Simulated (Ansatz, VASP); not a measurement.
This is a calculation of MgB2 for Ansatz 0.2.0.

input.yaml

```yaml
crystal:
  lattice:
    - [0.0, 3.0523537297, 3.0523537297]
    - [3.0523537297, 0.0, 3.0523537297]
    - [3.0523537297, 3.0523537297, 0.0]
  atoms:
    - { symbol: Mg, position: [0.0, 0.0, 0.0] }
    - { symbol: Mg, position: [0.25, 0.25, 0.25] }
    - { symbol: B, position: [0.625, 0.125, 0.625] }
    - { symbol: B, position: [0.625, 0.625, 0.125] }
    - { symbol: B, position: [0.125, 0.625, 0.625] }
    - { symbol: B, position: [0.625, 0.625, 0.625] }
hamiltonian:
  xc: pbe
  pseudopotentials: { kind: paw }
kpoints:
  mp_grid: { grid: [8, 8, 8] }
scf:
  occupations: { method: fermi_dirac, width: 0.05 }
output:
  forces: true
  stress: true
  eigenvalues: true
```

Potentials or basis: Ansatz PAW.

Run with:

```sh
$ ansatz run input.yaml --threads 2 --pin off --max-ram 5120MiB --backend cpu --events-out ev --progress --plain --runs-dir out
```

Task: Translate it to VASP 6.6.1. Potentials there: VASP PAW PBE potentials, release 64 (Mg, B).

Result: As run (the cutoff follows the program's own potentials):

File INCAR:

```
  ALGO = Normal
  EDIFF = 1E-6
  ENCUT = 600
  GGA = PE
  GGA_COMPAT = F
  ISIF = 2
  ISMEAR = -1
  LASPH = T
  LCHARG = F
  LREAL = F
  LWAVE = F
  NBANDS = 17
  NELM = 120
  PREC = Accurate
  SIGMA = 0.05
```

KPOINTS

```
k-points
0
Gamma
  8 8 8
```

Contents of POSCAR:

```
MgB2
1.0
    0.0000000000      3.0523537297      3.0523537297
    3.0523537297      0.0000000000      3.0523537297
    3.0523537297      3.0523537297      0.0000000000
Mg B
2 4
Direct
    0.0000000000      0.0000000000      0.0000000000
    0.2500000000      0.2500000000      0.2500000000
    0.6250000000      0.1250000000      0.6250000000
    0.6250000000      0.6250000000      0.1250000000
    0.1250000000      0.6250000000      0.6250000000
    0.6250000000      0.6250000000      0.6250000000
```

Potentials or basis: VASP PAW PBE potentials, release 64 (Mg, B).

The run is started by

```console
$ cat potpaw_PBE.64/Mg/POTCAR potpaw_PBE.64/B/POTCAR > POTCAR
$ mpirun -np 1 vasp_std > vasp.out
```

Both were run:

|  | VASP | Ansatz | Ansatz less VASP |
| --- | --- | --- | --- |
| gap on the k mesh at the Fermi level (eV) | none | none | - |
| pressure (GPa) | -7.5 | -7.3 | +0.23 |

A gap of «none» marks a metal or a gap that the smearing closes. VASP's potentials hold 16 valence electrons a cell and Ansatz's 32, so a difference there can come from the potentials and not from the codes.
